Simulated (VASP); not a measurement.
# SnO2 (P4_2/mnm) in VASP: further runs, part 2 of 2

VASP 6.6.1. The steps go on from the part before.

## 3. Single point, PBEsol

This run uses another cell than the first one, of 11.88 Å³/atom.

INCAR

```
  PREC = Accurate
  ENCUT = 520
  EDIFF = 1E-6
  ISMEAR = -1
  SIGMA = 0.05
  LREAL = F
  LASPH = T
  NELM = 80
  ALGO = Normal
  ISIF = 2
  LWAVE = F
  LCHARG = F
  GGA = PS
  NBANDS = 35
```

KPOINTS

```
Automatic mesh
0
Gamma
  6 6 8
```

POSCAR

```
SnO2
1.0
    4.7206767672      0.0000000000      0.0000000000
    0.0000000000      4.7206767672      0.0000000000
    0.0000000000      0.0000000000      3.1974931526
Sn O
2 4
Direct
    0.5000000000      0.5000000000      0.5000000000
    0.0000000000      0.0000000000      0.0000000000
    0.8058666420      0.1941333580      0.5000000000
    0.6941333580      0.6941333580      0.0000000000
    0.1941333580      0.8058666420      0.5000000000
    0.3058666420      0.3058666420      0.0000000000
```

Potentials or basis: VASP PAW PBE potentials, release 64 (Sn_d, O).

Run with:

```sh
$ cat potpaw_PBE.64/Sn_d/POTCAR potpaw_PBE.64/O/POTCAR > POTCAR
$ mpirun -np 1 vasp_std > vasp.out
```

OUTCAR:

```text
PREC = Accurate
   ENCUT = 520
   EDIFF = 1E-6
   ISMEAR = -1
   LREAL = F
   LASPH = T
   NELM = 80
   ISIF = 2
   GGA = PS

 ion  position               nearest neighbor table
   1  0.500  0.500  0.500-   3 2.04   5 2.04   4 2.06   6 2.06   4 2.06   6 2.06   2 3.70   2 3.70
                             2 3.70   2 3.70   2 3.70   2 3.70   2 3.70   2 3.70
   2  0.000  0.000  0.000-   4 2.04   6 2.04   5 2.06   3 2.06   3 2.06   5 2.06   1 3.70   1 3.70
                             1 3.70   1 3.70   1 3.70   1 3.70   1 3.70   1 3.70
   3  0.806  0.194  0.500-   1 2.04   2 2.06   2 2.06
   4  0.694  0.694  0.000-   2 2.04   1 2.06   1 2.06
   5  0.194  0.806  0.500-   1 2.04   2 2.06   2 2.06
   6  0.306  0.306  0.000-   2 2.04   1 2.06   1 2.06

  LATTYP: Found a simple tetragonal cell.
 ALAT       =     4.7206767672
 C/A-ratio  =     0.6773378713

  Lattice vectors:

 A1 = (   4.7206767672,   0.0000000000,   0.0000000000)
 A2 = (   0.0000000000,   4.7206767672,   0.0000000000)
 A3 = (   0.0000000000,   0.0000000000,   3.1974931526)

Analysis of symmetry for initial positions (statically):
=====================================================================
 Subroutine PRICEL returns:
 Original cell was already a primitive cell.

 Routine SETGRP: Setting up the symmetry group for a
 simple tetragonal supercell.

 Subroutine GETGRP returns: Found 16 space group operations
 (whereof  8 operations were pure point group operations)
 out of a pool of 16 trial point group operations.

The static configuration has the point symmetry D_2h.
 The point group associated with its full space group is D_4h.

Analysis of symmetry for dynamics (positions and initial velocities):
=====================================================================
 Subroutine PRICEL returns:
 Original cell was already a primitive cell.

 Routine SETGRP: Setting up the symmetry group for a
 simple tetragonal supercell.

 Subroutine GETGRP returns: Found 16 space group operations
 (whereof  8 operations were pure point group operations)
 out of a pool of 16 trial point group operations.

The dynamic configuration has the point symmetry D_2h.
 The point group associated with its full space group is D_4h.

 Subroutine INISYM returns: Found 16 space group operations
 (whereof  8 operations are pure point group operations),
 and found     1 'primitive' translations

----------------------------------------------------------------------------------------

                                     Primitive cell

  volume of cell :      71.2555

  direct lattice vectors                    reciprocal lattice vectors
     4.720676767  0.000000000  0.000000000     0.211834033  0.000000000  0.000000000
     0.000000000  4.720676767  0.000000000     0.000000000  0.211834033  0.000000000
     0.000000000  0.000000000  3.197493153     0.000000000  0.000000000  0.312745001

  length of vectors
     4.720676767  4.720676767  3.197493153     0.211834033  0.211834033  0.312745001

  position of ions in fractional coordinates (direct lattice)
     0.500000000  0.500000000  0.500000000
     0.000000000  0.000000000  0.000000000
     0.805866642  0.194133358  0.500000000
     0.694133358  0.694133358  0.000000000
     0.194133358  0.805866642  0.500000000
     0.305866642  0.305866642  0.000000000
[... 39 lines left out ...]
  0.166667  0.000000  0.000000      4.000000
  0.333333  0.000000  0.000000      4.000000
  0.500000  0.000000  0.000000      2.000000
  0.166667  0.166667  0.000000      4.000000
  0.333333  0.166667  0.000000      8.000000
[... 16 lines left out ...]
  0.333333  0.000000  0.250000      8.000000
  0.500000  0.000000  0.250000      4.000000
 [... further k-points ...]
   k-points           NKPTS =     50   k-points in BZ     NKDIM =     50   number of bands    NBANDS=     35
   number of dos      NEDOS =    301   number of ions     NIONS =      6
   total plane-waves  NPLWV =  31104
   dimension x,y,z NGX =    36 NGY =   36 NGZ =   24
   dimension x,y,z NGXF=    72 NGYF=   72 NGZF=   48
   ions per type =               2   4
   NGX,Y,Z   is equivalent  to a cutoff of  12.68, 12.68, 12.48 a.u.
   NGXF,Y,Z  is equivalent  to a cutoff of  25.36, 25.36, 24.96 a.u.
 SYSTEM =  unknown system
   PREC   = accura    normal or accurate (medium, high low for compatibility)
   ISTART =      0    job   : 0-new  1-cont  2-samecut
   ICHARG =      2    charge: 1-file 2-atom 10-const
   ISPIN  =      1    spin polarized calculation?
   LNONCOLLINEAR =      F non collinear calculations
   LSORBIT =      F    spin-orbit coupling
   LASPH  =      T    aspherical Exc in radial PAW
   ENCUT  =  520.0 eV  38.22 Ry    6.18 a.u.   8.78  8.78  5.95*2*pi/ulx,y,z
   NELM   =     80;   NELMIN=  2; NELMDL= -5     # of ELM steps
   EDIFF  = 0.1E-05   stopping-criterion for ELM
   LREAL  =      F    real-space projection
   EDIFFG = 0.1E-04   stopping-criterion for IOM
   NSW    =      0    number of steps for IOM
   IBRION =     -1    ionic relax: 0-MD 1-quasi-New 2-CG
   NFREE  =      0    steps in history (QN), initial steepest desc. (CG)
   ISIF   =      2    stress and relaxation
   ISYM   =      2    0-nonsym 1-usesym 2-fastsym
   POTIM  = 0.5000    time-step for ionic-motion
   TEBEG  =    0.0;   TEEND  =   0.0 temperature during run
   PSTRESS=    0.0 pullay stress
   NELECT =      52.0000    total number of electrons
   NUPDOWN=      -1.0000    fix difference up-down
   EMIN   =  10.00;   EMAX   =-10.00  energy-range for DOS
   EFERMI =   0.00;   METHOD = LEGACY
   ISMEAR =    -1;   SIGMA  =   0.05  broadening in eV -4-tet -1-fermi 0-gaus
   EFERMI_NEDOS =   21; number of points for ismear=-14 and -15
   IALGO  =     38    algorithm
   IMIX   =      4    mixing-type and parameters
     AMIX     =   0.40;   BMIX     =  1.00
     AMIX_MAG =   1.60;   BMIX_MAG =  1.00
  volume/ion in A,a.u.               =      11.88        80.14
  Fermi-wavevector in a.u.,A,eV,Ry     =   1.473906  2.785279 29.557296  2.172400
  Thomas-Fermi vector in A             =   2.588742
   LORBIT       =      0    0 simple, 1 ext, 2 COOP (PROOUT), +10 PAW based schemes
   GGA     = PS    functional components
   LHFCALC =     F    Hartree Fock is set to
   AEXX    =    0.0000 exact exchange contribution
   IVDW    =     0    specifies the selected vdW correction
   LEPSILON=     F    determine dielectric tensor
   LRPA    =     F    only Hartree local field effects (RPA)
 non-spin polarized calculation
  energy-cutoff  :      520.00
  volume of cell :       71.26
 maximum number of plane-waves:      1942
 NGX is ok and might be reduce to    36
   NGX = 17   NGY = 17   NGZ = 11

 number of electron      51.9999990 magnetization

 Free energy of the ion-electron system (eV)
  ---------------------------------------------------
  ext. energy  EPLUGINS =         0.00000000
  ---------------------------------------------------
  free energy    TOTEN  =       -39.63289647 eV

  energy without entropy =      -39.63289638  energy(sigma->0) =      -39.63289642

 E-fermi :   6.6669     XC(G=0): -11.5621

 val. band max:        6.0705275750   @ k =   0.0000   0.0000   0.0000
 cond. band min:       7.2428681749   @ k =   0.0000   0.0000   0.0000
 fundamental gap:      1.1723405999
 Fermi energy:         6.6668778869

 k-point     1 :       0.0000    0.0000    0.0000
  band No.  band energies     occupation
      1     -14.9763      2.00000
      2     -14.1576      2.00000
      3     -13.8889      2.00000
      4     -13.8635      2.00000
      5     -13.8635      2.00000
      6     -13.8101      2.00000
[... 901 lines left out ...]
     34      18.3688      0.00000
     35      18.5640      0.00000

 [... further k-points ...]

------------------------ aborting loop because EDIFF is reached ----------------------------------------

  FORCE on cell =-STRESS in cart. coord.  units (eV):
  Direction    XX          YY          ZZ          XY          YZ          ZX
  --------------------------------------------------------------------------------------
  -------------------------------------------------------------------------------------
  Total        2.4676463      2.4676463      2.6433589     -0.0000000      0.0000000      0.0000000
  in kB       55.4849670     55.4849670     59.4358606     -0.0000000      0.0000000      0.0000000
  external PRESSURE =      56.8019315 kB  Pullay stress =       0.0000000 kB

 VOLUME and BASIS-vectors are now :
 -----------------------------------------------------------------------------
  energy-cutoff  :      520.00
  volume of cell :       71.26
      direct lattice vectors                 reciprocal lattice vectors
     4.720676767  0.000000000  0.000000000     0.211834033  0.000000000  0.000000000
     0.000000000  4.720676767  0.000000000     0.000000000  0.211834033  0.000000000
     0.000000000  0.000000000  3.197493153     0.000000000  0.000000000  0.312745001

 POSITION                                       TOTAL-FORCE (eV/Angst)
 -----------------------------------------------------------------------------------
      2.36034      2.36034      1.59875         0.000000      0.000000      0.000000
      0.00000      0.00000      0.00000         0.000000      0.000000      0.000000
      3.80424      0.91644      1.59875        -0.009163      0.009163     -0.000000
      3.27678      3.27678      0.00000         0.009163      0.009163     -0.000000
      0.91644      3.80424      1.59875         0.009163     -0.009163      0.000000
      1.44390      1.44390      0.00000        -0.009163     -0.009163      0.000000
 -----------------------------------------------------------------------------------
    total drift:                                0.000000      0.000000     -0.000000

  FREE ENERGIE OF THE ION-ELECTRON SYSTEM (eV)
  ---------------------------------------------------
  free  energy   TOTEN  =       -39.6328964693 eV

  energy  without entropy=      -39.6328963776  energy(sigma->0) =      -39.63289642
```

OSZICAR:

```text
N       E                     dE             d eps       ncg     rms          rms(c)
DAV:   1     0.645363094816E+03    0.64536E+03   -0.25398E+04  3827   0.232E+03
DAV:   2     0.583658273077E+02   -0.58700E+03   -0.55217E+03  3740   0.610E+02
DAV:   3    -0.398941347617E+02   -0.98260E+02   -0.96260E+02  3801   0.210E+02
DAV:   4    -0.450290323876E+02   -0.51349E+01   -0.50967E+01  4452   0.515E+01
DAV:   5    -0.451571846024E+02   -0.12815E+00   -0.12797E+00  4337   0.861E+00    0.151E+01
DAV:   6    -0.396269164003E+02    0.55303E+01   -0.15009E+01  5520   0.614E+01    0.619E+00
DAV:   7    -0.396874154087E+02   -0.60499E-01   -0.17770E+00  4082   0.740E+00    0.318E+00
DAV:   8    -0.396422091262E+02    0.45206E-01   -0.16808E-01  5051   0.391E+00    0.692E-01
DAV:   9    -0.396324215235E+02    0.97876E-02   -0.30299E-02  5777   0.300E+00    0.124E-01
DAV:  10    -0.396328430549E+02   -0.42153E-03   -0.33792E-03  4515   0.449E-01    0.506E-02
DAV:  11    -0.396328956497E+02   -0.52595E-04   -0.13876E-04  4881   0.819E-02    0.164E-02
DAV:  12    -0.396328964693E+02   -0.81958E-06   -0.89680E-06  4862   0.224E-02
   1 F= -.39632896E+02 E0= -.39632896E+02  d E =-.917420E-07
```

stdout:

```text
POSCAR found type information on POSCAR SnO
 POSCAR found :  2 types and       6 ions
 scaLAPACK will be used
 -----------------------------------------------------------------------------
|                                                                             |
|                                                                             |
|     You enforced a specific xc type in the INCAR file but a different       |
|     I HOPE YOU KNOW WHAT YOU ARE DOING!                                     |
|                                                                             |
 -----------------------------------------------------------------------------

 LDA part: xc-table for (Slater+PW92), standard interpolation
 POSCAR, INCAR and KPOINTS ok, starting setup
 FFT: planning ... GRIDC
 FFT: planning ... GRID_SOFT
 FFT: planning ... GRID
 WAVECAR not read
 entering main loop
```

It took 2 min on 1 thread of Intel Xeon 8259CL, shared host; peak memory 0.23 GiB.

What came out:

```
Free energy            : -39.6329 eV
Pressure               : 5.7 GPa
Largest force          : 0.013 eV/Å
Band gap on the k mesh : 1.17 eV
```

Forces on the atoms (eV/Å):
```
Sn   0.000  0.000  0.000
Sn   0.000  0.000  0.000
O   -0.009  0.009  0.000
O    0.009  0.009  0.000
O    0.009 -0.009  0.000
O   -0.009 -0.009  0.000
```

Stress tensor (GPa, compression positive):
```
5.55 0.00 0.00
0.00 5.55 0.00
0.00 0.00 5.94
```

Caveat: the cell stands under pressure; the PAW data sets were made with another functional, which shifts forces and pressure a little; spin-orbit coupling is left out, which moves the levels of the heavy elements.
